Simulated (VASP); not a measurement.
# CdI2 (P-3m1) in VASP: further runs

The runs below take CdI2 through single point, relaxation of shape and atoms at fixed volume, with RPBE, PBE.

Everything below comes from runs of VASP 6.6.1. Logs are shortened: lines on timing, memory, paths and dates and some standing lists are left out, and cuts for length are marked.

## (1) The cell of the first run

The structure is trigonal, space group P-3m1 (No. 164). The conventional cell has a = 4.330 Å, b = 4.330 Å, c = 7.815 Å, α = 90.00°, β = 90.00°, γ = 120.00°. Cd (site symmetry -3m) has 6 I at 3.03 Å within 4.0 Å. Within 4.0 Å of I (site symmetry 3m) lie 3 Cd at 3.03 Å.

## (2) Single point, RPBE

The input, INCAR:

```
PREC = Accurate
ENCUT = 500
EDIFF = 1E-6
ISMEAR = -1
SIGMA = 0.01
LREAL = F
LASPH = T
NELM = 120
ALGO = Normal
ISIF = 2
LWAVE = F
LCHARG = T
GGA = RP
LELF = T
LVHAR = T
NBANDS = 20
GGA_COMPAT = F
```

The input, KPOINTS:

```
Automatic mesh
0
Gamma
  10 10 6
```

The input, POSCAR:

```
CdI2
1.0
    4.3297118354      0.0000000000      0.0000000000
   -2.1648559177      3.7496404406      0.0000000000
    0.0000000000      0.0000000000      7.8151330911
Cd I
1 2
Direct
    0.0000000000      0.0000000000      0.0000000000
    0.3333333333      0.6666666667      0.2199462801
    0.6666666667      0.3333333333      0.7800537199
```

Potentials or basis: VASP PAW PBE potentials, release 64 (Cd, I).

Run with:

```bash
$ cat potpaw_PBE.64/Cd/POTCAR potpaw_PBE.64/I/POTCAR > POTCAR
$ mpirun -np 1 vasp_std > vasp.out
```

OUTCAR:

```text
PREC = Accurate
   ENCUT = 500
   EDIFF = 1E-6
   ISMEAR = -1
   LREAL = F
   LASPH = T
   NELM = 120
   ISIF = 2
   GGA = RP

 ion  position               nearest neighbor table
   1  0.000  0.000  0.000-   2 3.03   3 3.03   3 3.03   2 3.03   3 3.03   2 3.03
   2  0.333  0.667  0.220-   1 3.03   1 3.03   1 3.03
   3  0.667  0.333  0.780-   1 3.03   1 3.03   1 3.03

  LATTYP: Found a hexagonal cell.
 ALAT       =     4.3297118354
 C/A-ratio  =     1.8050007456

  Lattice vectors:

 A1 = (   4.3297118354,   0.0000000000,   0.0000000000)
 A2 = (  -2.1648559177,   3.7496404406,   0.0000000000)
 A3 = (   0.0000000000,   0.0000000000,   7.8151330911)

Analysis of symmetry for initial positions (statically):
=====================================================================
 Subroutine PRICEL returns:
 Original cell was already a primitive cell.

 Routine SETGRP: Setting up the symmetry group for a
 hexagonal supercell.

 Subroutine GETGRP returns: Found 12 space group operations
 (whereof 12 operations were pure point group operations)
 out of a pool of 24 trial point group operations.

The static configuration has the point symmetry D_3d.

Analysis of symmetry for dynamics (positions and initial velocities):
=====================================================================
 Subroutine PRICEL returns:
 Original cell was already a primitive cell.

 Routine SETGRP: Setting up the symmetry group for a
 hexagonal supercell.

 Subroutine GETGRP returns: Found 12 space group operations
 (whereof 12 operations were pure point group operations)
 out of a pool of 24 trial point group operations.

The dynamic configuration has the point symmetry D_3d.

 Subroutine INISYM returns: Found 12 space group operations
 (whereof 12 operations are pure point group operations),
 and found     1 'primitive' translations

----------------------------------------------------------------------------------------

                                     Primitive cell

  volume of cell :     126.8776

  direct lattice vectors                    reciprocal lattice vectors
     4.329711835  0.000000000  0.000000000     0.230962253  0.133346119  0.000000000
    -2.164855918  3.749640441  0.000000000     0.000000000  0.266692238  0.000000000
     0.000000000  0.000000000  7.815133091     0.000000000  0.000000000  0.127956874

  length of vectors
     4.329711835  4.329711835  7.815133091     0.266692238  0.266692238  0.127956874

  position of ions in fractional coordinates (direct lattice)
     0.000000000  0.000000000  0.000000000
     0.333333333  0.666666667  0.219946280
     0.666666667  0.333333333  0.780053720

  ion indices of the primitive-cell ions
   primitive index   ion index
                 1           1
                 2           2
                 3           3

----------------------------------------------------------------------------------------

 KPOINTS: Automatic mesh

Automatic generation of k-mesh.
 Grid dimensions read from file:
 generate k-points for:   10   10    6

 Generating k-lattice:

  Cartesian coordinates                     Fractional coordinates (reciprocal lattice)
     0.023096225  0.013334612  0.000000000     0.100000000  0.000000000  0.000000000
     0.000000000  0.026669224  0.000000000     0.000000000  0.100000000  0.000000000
     0.000000000  0.000000000  0.021326146     0.000000000  0.000000000  0.166666667

  Length of vectors
     0.026669224  0.026669224  0.021326146

  Shift w.r.t. Gamma in fractional coordinates (k-lattice)
     0.000000000  0.000000000  0.000000000

 Subroutine IBZKPT returns following result:
 ===========================================

 Found     72 irreducible k-points:

 Following reciprocal coordinates:
            Coordinates               Weight
  0.000000  0.000000  0.000000      1.000000
  0.100000 -0.000000  0.000000      6.000000
  0.200000 -0.000000  0.000000      6.000000
  0.300000 -0.000000  0.000000      6.000000
  0.400000 -0.000000  0.000000      6.000000
  0.500000 -0.000000  0.000000      3.000000
[... 16 lines left out ...]
  0.000000  0.400000  0.166667      6.000000
  0.500000 -0.000000  0.166667      6.000000
 [... further k-points ...]
   k-points           NKPTS =     72   k-points in BZ     NKDIM =     72   number of bands    NBANDS=     20
   number of dos      NEDOS =    301   number of ions     NIONS =      3
   total plane-waves  NPLWV =  61440
   dimension x,y,z NGX =    32 NGY =   32 NGZ =   60
   dimension x,y,z NGXF=    64 NGYF=   64 NGZF=  120
   ions per type =               1   2
   NGX,Y,Z   is equivalent  to a cutoff of  12.29, 12.29, 12.76 a.u.
   NGXF,Y,Z  is equivalent  to a cutoff of  24.57, 24.57, 25.53 a.u.
 SYSTEM =  unknown system
   PREC   = accura    normal or accurate (medium, high low for compatibility)
   ISTART =      0    job   : 0-new  1-cont  2-samecut
   ICHARG =      2    charge: 1-file 2-atom 10-const
   ISPIN  =      1    spin polarized calculation?
   LNONCOLLINEAR =      F non collinear calculations
   LSORBIT =      F    spin-orbit coupling
   LASPH  =      T    aspherical Exc in radial PAW
   ENCUT  =  500.0 eV  36.75 Ry    6.06 a.u.   7.89  7.89 14.25*2*pi/ulx,y,z
   NELM   =    120;   NELMIN=  2; NELMDL= -5     # of ELM steps
   EDIFF  = 0.1E-05   stopping-criterion for ELM
   LREAL  =      F    real-space projection
   EDIFFG = 0.1E-04   stopping-criterion for IOM
   NSW    =      0    number of steps for IOM
   IBRION =     -1    ionic relax: 0-MD 1-quasi-New 2-CG
   NFREE  =      0    steps in history (QN), initial steepest desc. (CG)
   ISIF   =      2    stress and relaxation
   ISYM   =      2    0-nonsym 1-usesym 2-fastsym
   POTIM  = 0.5000    time-step for ionic-motion
   TEBEG  =    0.0;   TEEND  =   0.0 temperature during run
   PSTRESS=    0.0 pullay stress
   NELECT =      26.0000    total number of electrons
   NUPDOWN=      -1.0000    fix difference up-down
   EMIN   =  10.00;   EMAX   =-10.00  energy-range for DOS
   EFERMI =   0.00;   METHOD = LEGACY
   ISMEAR =    -1;   SIGMA  =   0.01  broadening in eV -4-tet -1-fermi 0-gaus
   EFERMI_NEDOS =   21; number of points for ismear=-14 and -15
   IALGO  =     38    algorithm
   IMIX   =      4    mixing-type and parameters
     AMIX     =   0.40;   BMIX     =  1.00
     AMIX_MAG =   1.60;   BMIX_MAG =  1.00
  volume/ion in A,a.u.               =      42.29       285.40
  Fermi-wavevector in a.u.,A,eV,Ry     =   0.965171  1.823909 12.674577  0.931555
  Thomas-Fermi vector in A             =   2.094865
   LORBIT       =      0    0 simple, 1 ext, 2 COOP (PROOUT), +10 PAW based schemes
   GGA     = RP    functional components
   LHFCALC =     F    Hartree Fock is set to
   AEXX    =    0.0000 exact exchange contribution
   IVDW    =     0    specifies the selected vdW correction
   LEPSILON=     F    determine dielectric tensor
   LRPA    =     F    only Hartree local field effects (RPA)
 non-spin polarized calculation
  energy-cutoff  :      500.00
  volume of cell :      126.88
 maximum number of plane-waves:      3254
   NGX = 15   NGY = 15   NGZ = 29

 number of electron      26.0000008 magnetization

 Free energy of the ion-electron system (eV)
  ---------------------------------------------------
  ext. energy  EPLUGINS =         0.00000000
  ---------------------------------------------------
  free energy    TOTEN  =        -4.74515100 eV

  energy without entropy =       -4.74515100  energy(sigma->0) =       -4.74515100

 E-fermi :   0.9208     XC(G=0):  -7.4543

 val. band max:        0.6809435121   @ k =   0.1000  -0.0000   0.1667
 cond. band min:       3.2089486362   @ k =   0.5000  -0.0000   0.5000
 fundamental gap:      2.5280051241
 Fermi energy:         0.9207873777

 k-point     1 :       0.0000    0.0000    0.0000
  band No.  band energies     occupation
      1     -11.0328      2.00000
      2     -10.5384      2.00000
      3      -6.7664      2.00000
      4      -6.7664      2.00000
      5      -6.6566      2.00000
      6      -6.5955      2.00000
[... 12 lines left out ...]
     19       9.5415      0.00000
     20       9.7319      0.00000

 k-point     2 :       0.1000   -0.0000    0.0000
  band No.  band energies     occupation
      1     -10.9911      2.00000
      2     -10.5302      2.00000
      3      -6.7599      2.00000
      4      -6.7453      2.00000
      5      -6.6488      2.00000
      6      -6.5976      2.00000
[... 12 lines left out ...]
     19       9.1163      0.00000
     20       9.5240      0.00000

 k-point     3 :       0.2000   -0.0000    0.0000
  band No.  band energies     occupation
      1     -10.8774      2.00000
      2     -10.5093      2.00000
      3      -6.7460      2.00000
      4      -6.6928      2.00000
      5      -6.6261      2.00000
      6      -6.5990      2.00000
[... 12 lines left out ...]
     19       8.8947      0.00000
     20       9.2264      0.00000

 k-point     4 :       0.3000   -0.0000    0.0000
  band No.  band energies     occupation
      1     -10.7251      2.00000
      2     -10.4859      2.00000
      3      -6.7360      2.00000
      4      -6.6621      2.00000
      5      -6.5978      2.00000
      6      -6.5721      2.00000
[... 12 lines left out ...]
     19       8.8180      0.00000
     20       9.2823      0.00000

 k-point     5 :       0.4000   -0.0000    0.0000
  band No.  band energies     occupation
      1     -10.5855      2.00000
      2     -10.4745      2.00000
      3      -6.7334      2.00000
      4      -6.6650      2.00000
      5      -6.5853      2.00000
      6      -6.5526      2.00000
[... 12 lines left out ...]
     19       8.9458      0.00000
     20       9.7494      0.00000
[... 353 lines left out ...]
      6      -6.5721      2.00000
[... 12 lines left out ...]
     19       8.2327      0.00000
     20       9.3138      0.00000

 k-point    22 :       0.4000   -0.0000    0.1667
  band No.  band energies     occupation
      1     -10.5788      2.00000
      2     -10.4816      2.00000
      3      -6.7334      2.00000
      4      -6.6649      2.00000
      5      -6.5850      2.00000
      6      -6.5526      2.00000
[... 12 lines left out ...]
     19       9.5494      0.00000
     20       9.8333      0.00000

 k-point    23 :       0.0000    0.4000    0.1667
  band No.  band energies     occupation
      1     -10.5875      2.00000
      2     -10.4720      2.00000
      3      -6.7335      2.00000
      4      -6.6653      2.00000
      5      -6.5854      2.00000
      6      -6.5526      2.00000
[... 12 lines left out ...]
     19       8.6443      0.00000
     20       9.8808      0.00000

 k-point    24 :       0.5000   -0.0000    0.1667
  band No.  band energies     occupation
      1     -10.5163      2.00000
      2     -10.4834      2.00000
      3      -6.7336      2.00000
      4      -6.6690      2.00000
      5      -6.5805      2.00000
      6      -6.5439      2.00000
[... 12 lines left out ...]
     19       9.2957      0.00000
     20       9.9530      0.00000

 [... further k-points ...]

------------------------ aborting loop because EDIFF is reached ----------------------------------------

  FORCE on cell =-STRESS in cart. coord.  units (eV):
  Direction    XX          YY          ZZ          XY          YZ          ZX
  --------------------------------------------------------------------------------------
  -------------------------------------------------------------------------------------
  Total        1.1545946      1.1545946      0.9316144      0.0000000      0.0000000     -0.0000000
  in kB       14.5799192     14.5799192     11.7641833      0.0000000      0.0000000     -0.0000000
  external PRESSURE =      13.6413405 kB  Pullay stress =       0.0000000 kB

 VOLUME and BASIS-vectors are now :
 -----------------------------------------------------------------------------
  energy-cutoff  :      500.00
  volume of cell :      126.88
      direct lattice vectors                 reciprocal lattice vectors
     4.329711835  0.000000000  0.000000000     0.230962253  0.133346119  0.000000000
    -2.164855918  3.749640441  0.000000000     0.000000000  0.266692238  0.000000000
     0.000000000  0.000000000  7.815133091     0.000000000  0.000000000  0.127956874

 POSITION                                       TOTAL-FORCE (eV/Angst)
 -----------------------------------------------------------------------------------
      0.00000      0.00000      0.00000         0.000000      0.000000      0.000000
     -0.00000      2.49976      1.71891         0.000000     -0.000000      0.177176
      2.16486      1.24988      6.09622        -0.000000      0.000000     -0.177176
 -----------------------------------------------------------------------------------
    total drift:                               -0.000000      0.000000     -0.000000

  FREE ENERGIE OF THE ION-ELECTRON SYSTEM (eV)
  ---------------------------------------------------
  free  energy   TOTEN  =        -4.7451509979 eV

  energy  without entropy=       -4.7451509979  energy(sigma->0) =       -4.74515100
```

Run time: 86 s. Hardware: 1 thread of AMD EPYC 9R45 (Zen 5), shared host; peak memory 0.31 GiB.

Results:

```
Free energy            : -4.7452 eV
Pressure               : 1.4 GPa
Largest force          : 0.177 eV/Å
Band gap on the k mesh : 2.53 eV (least direct gap 2.69 eV)
```

Forces on the atoms (eV/Å):
```
Cd   0.000  0.000  0.000
I    0.000  0.000  0.177
I    0.000  0.000 -0.177
```

Stress tensor (GPa, compression positive):
```
1.46 0.00 0.00
0.00 1.46 0.00
0.00 0.00 1.18
```

Levels at points of the mesh, in eV from the valence-band top:
| k point | band 10 | band 11 | band 12 | band 13 | band 14 | band 15 | band 16 | band 17 |
| --- | --- | --- | --- | --- | --- | --- | --- | --- |
| (0.00, 0.00, 0.00) | -0.26 | -0.26 | -0.04 | -0.04 | 2.65 | 4.70 | 6.36 | 6.36 |
| (0.50, 0.00, 0.00) | -1.44 | -1.25 | -0.40 | -0.15 | 2.63 | 5.26 | 6.46 | 6.87 |
| (0.00, 0.00, 0.50) | -0.28 | -0.28 | -0.02 | -0.02 | 3.22 | 4.67 | 6.31 | 6.31 |
| (0.50, 0.00, 0.50) | -1.22 | -1.21 | -0.38 | -0.21 | 2.53 | 5.28 | 6.20 | 6.64 |

Caveat: the PAW data sets were made with another functional, which shifts forces and pressure a little; spin-orbit coupling is left out, which moves the levels of the heavy elements; this functional lacks dispersion, which binds the layers, so the pressure and a relaxed spacing across them are unreliable. A k mesh can miss the band edges.

[end of part 1 of 2]
